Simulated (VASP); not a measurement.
Input of a VASP 6.6.1 run:

Contents of INCAR:

```
SYSTEM = LiF
  PREC = Accurate
  ENCUT = 520
  EDIFF = 1E-6
  ISMEAR = 0
  SIGMA = 0.05
  LREAL = .False.
  LASPH = .True.
  NELM = 60
  ALGO = Normal
  ISIF = 2
  LWAVE = .False.
  LCHARG = .False.
  GGA = PE
  NBANDS = 18
```

KPOINTS

```
regular mesh
0
Gamma
  9 9 6
  0 0 0
```

POSCAR

```
LiF
1.0
    2.9065663320      0.0000000000      0.0000000000
   -1.4532831660      2.5171602813      0.0000000000
    0.0000000000      0.0000000000      4.9894117655
Li F
2 2
Direct
    0.3333333333      0.6666666667      0.3810713234
    0.6666666667      0.3333333333      0.8810713234
    0.3333333333      0.6666666667      0.9939266766
    0.6666666667      0.3333333333      0.4939266766
```

Potentials or basis: VASP PAW PBE potentials, release 64 (Li_sv, F).

Command:

```bash
$ cat potpaw_PBE.64/Li_sv/POTCAR potpaw_PBE.64/F/POTCAR > POTCAR
$ mpirun -np 1 vasp_std > vasp.out
```

Q: Estimate the band gap on the k mesh.

A: 8.35 eV, direct.

Q: What does it give for the largest force?

A: 0.406 eV/Å.

Forces on the atoms (eV/Å):
```
Li   0.000  0.000 -0.406
Li   0.000  0.000 -0.406
F    0.000  0.000  0.406
F    0.000  0.000  0.406
```

 A k mesh can miss the band edges.
